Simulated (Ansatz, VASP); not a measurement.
**TiTe2: VASP beside Ansatz**

INCAR

```
ALGO = Normal ; EDIFF = 1E-6
ENCUT = 520 ; GGA = PS
ISIF = 2 ; ISMEAR = -1
LASPH = True ; LCHARG = False
LDAU = True ; LDAUJ = 0 0
LDAUL = -1 2 ; LDAUPRINT = 1
LDAUTYPE = 2 ; LDAUU = 0 3
LMAXMIX = 4 ; LREAL = False
LWAVE = False ; NBANDS = 19
NELM = 150 ; PREC = Accurate
SIGMA = 0.05
```

KPOINTS

```
k-points
0
Gamma
  8 8 4
```

POSCAR

```
TiTe2
1.0
    3.7770000000      0.0000000000      0.0000000000
   -1.8885000000      3.2709779501      0.0000000000
    0.0000000000      0.0000000000      6.4980000000
Te Ti
2 1
Direct
    0.3333333333      0.6666666667      0.7372000000
    0.6666666667      0.3333333333      0.2628000000
    0.0000000000      0.0000000000      0.0000000000
```

input.yaml

```yaml
crystal:
  lattice:
    - [3.777, 0.0, 0.0]
    - [-1.8885, 3.2709779501, 0.0]
    - [0.0, 0.0, 6.498]
  atoms:
    - { symbol: Te, position: [0.3333333333, 0.6666666667, 0.7372] }
    - { symbol: Te, position: [0.6666666667, 0.3333333333, 0.2628] }
    - { symbol: Ti, position: [0.0, 0.0, 0.0] }
hamiltonian:
  xc: pbesol
  pseudopotentials: { kind: paw }
  hubbard: { sites: [{ species: Ti, l: d, u_eff: 3.0 }] }
kpoints:
  mp_grid: { grid: [8, 8, 4] }
scf:
  occupations: { method: fermi_dirac, width: 0.05 }
  n_extra_bands: 7
output:
  forces: true
  stress: true
  eigenvalues: true
  dos: { projected: true, de: 0.05, nscf_kmesh: { grid: [12, 12, 6] } }
```

Alike in both runs: functional PBEsol; k mesh 8 × 8 × 4; occupations fermi-dirac, width 0.05 eV; no spin polarisation; Hubbard terms Ti d U = 3.0 eV.

|  | VASP | Ansatz |
| --- | --- | --- |
| version | VASP 6.6.1 | Ansatz 0.2.0 |
| potentials or method | VASP PAW PBE potentials, release 64 (Te, Ti_sv) | Ansatz PAW |
| plane-wave cutoff (eV) | 520 | 420 |
| valence electrons in the cell | 24 | 44 |
| task | single point | projected density of states |

```tsv
	VASP	Ansatz	Ansatz less VASP
gap on the k mesh at the Fermi level (eV)	none	none	-
pressure (GPa)	-0.3	0.1	+0.47
traceless stress, the component that is largest in VASP (GPa)	-0.02	-0.54	-0.512
rms of the force components (eV/Å)	0.005	0.037	+0.0320
```

VASP's potentials were made for PBE, not for PBEsol. The programs project onto different local orbitals, so the same U acts differently, and such runs can settle in different states. Atom by atom the forces differ by 0.041 eV/Å (rms over components). A gap of «none» marks a metal or a gap that the smearing closes. VASP's potentials hold 24 valence electrons a cell and Ansatz's 44, so a difference there can come from the potentials and not from the codes.

Neither program's run includes spin-orbit coupling.
